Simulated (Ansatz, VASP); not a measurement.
# Two plane-wave programs on MgO2

```
Mg O
1.0
     1.54057    0.88945    3.77350
    -1.54057    0.88945    3.77350
     0.00000   -1.77890    3.77350
Mg O
1 2
Cartesian
  0.0000 0.0000 0.0000
  0.0000 0.0000 4.8541
  0.0000 0.0000 6.4664
```

Change from the starting cell: strain -0.040 along x and y, +0.080 along z, atoms carried along.

Alike in both runs: task single point; functional PBEsol; k mesh 12 × 12 × 12; occupations gaussian, width 0.05 eV; no spin polarisation.

|  | VASP | Ansatz |
| --- | --- | --- |
| version | VASP 6.6.1 | Ansatz 0.2.0 |
| potentials or method | VASP PAW PBE potentials, release 64 (Mg, O), cutoff 520 eV | scalar-relativistic, plane waves, PAW |
| valence electrons in the cell | 14 | 22 |

```tsv
	VASP	Ansatz	Ansatz less VASP
gap on the k mesh at the Fermi level (eV)	0.60	0.62	+0.018
least direct gap on the mesh (eV)	0.60	0.62	+0.018
pressure (GPa)	-8.7	-8.3	+0.37
traceless stress, the component that is largest in VASP (GPa)	-29.51	-29.87	-0.363
rms of the force components (eV/Å)	0.850	0.885	+0.0348
```

VASP's potentials were made for PBE, not for PBEsol. Atom by atom the forces differ by 0.035 eV/Å (rms over components). VASP's potentials hold 14 valence electrons a cell and Ansatz's 22, so a difference there can come from the potentials and not from the codes.
